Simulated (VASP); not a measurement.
TmB3Au:

```
Tm B Au
1.0
     0.05495    2.66391    3.63688
     0.07756    2.61495   -3.60089
    -6.22876   -0.15383    0.01930
Tm B Au
2 6 2
Direct
  0.51196 0.47349 0.02448
  0.52491 0.49496 0.50347
  0.38505 0.89966 0.72385
  0.41693 0.93652 0.22232
  0.03580 0.59394 0.73137
  0.06435 0.65358 0.25829
  0.15484 0.82967 0.50707
  0.17411 0.86465 0.02046
  0.88583 0.11355 0.76181
  0.88387 0.10234 0.24689
```

* Program: VASP 6.6.1
* Task: relaxation of cell and atoms
* Functional: PBE
* Potentials or basis: VASP PAW PBE potentials, release 64 (Tm_3, B, Au), 4f in core
* Cutoff: 500 eV
* k mesh: 6 × 6 × 4
* Occupations: gaussian, width 0.2 eV
* Spin: no spin polarisation

At the start: pressure 5.9 GPa; volume 11.89 Å³/atom.

Q: Where does the relaxation end?

A: Over 16 steps the energy falls by 158.8 meV/atom and the volume is 11.86 Å³/atom (-0.2 %); space group P1 (No. 1, to 0.1 Å) before, Amm2 (No. 38, to 0.1 Å).

Step by step:
```
step  energy change (eV)  largest force (eV/Å)  pressure (GPa)  volume (Å³)
   1              0.0000                2.7924            5.93       118.91
   2             -0.9893                1.0561           -8.86       126.57
   3             -0.9957                1.0977           -7.98       125.88
   4             -1.3800                1.1037            2.29       117.53
   5             -1.3851                1.0341            1.07       118.32
   6             -1.4941                0.6721            0.97       117.83
   7             -1.4942                0.6934            0.98       117.82
   8             -1.5605                0.3686           -0.29       118.80
   9             -1.5654                0.2845           -0.66       119.15
  10             -1.5801                0.2587            0.38       118.44
  11             -1.5813                0.2830            0.79       118.17
  12             -1.5854                0.1628           -0.34       118.83
  13             -1.5863                0.1208            0.00       118.63
  14             -1.5874                0.0593           -0.08       118.70
  15             -1.5875                0.0718           -0.10       118.72
  16             -1.5879                0.0249            0.03       118.62
```

Final structure:
```
CELL_PARAMETERS angstrom
0.00342 2.65871 3.60844
-0.00131 2.65726 -3.60936
-6.18303 0.00156 -0.00748
ATOMIC_POSITIONS crystal
Tm 0.53293 0.46719 0.99995
Tm 0.53277 0.46711 0.49982
B 0.37483 0.94543 0.74974
B 0.37471 0.94564 0.24953
B 0.05427 0.62511 0.74974
B 0.05406 0.62516 0.24979
B 0.16084 0.83925 0.49991
B 0.16093 0.83941 0.99967
Au 0.89611 0.10386 0.75089
Au 0.89620 0.10419 0.25094
```
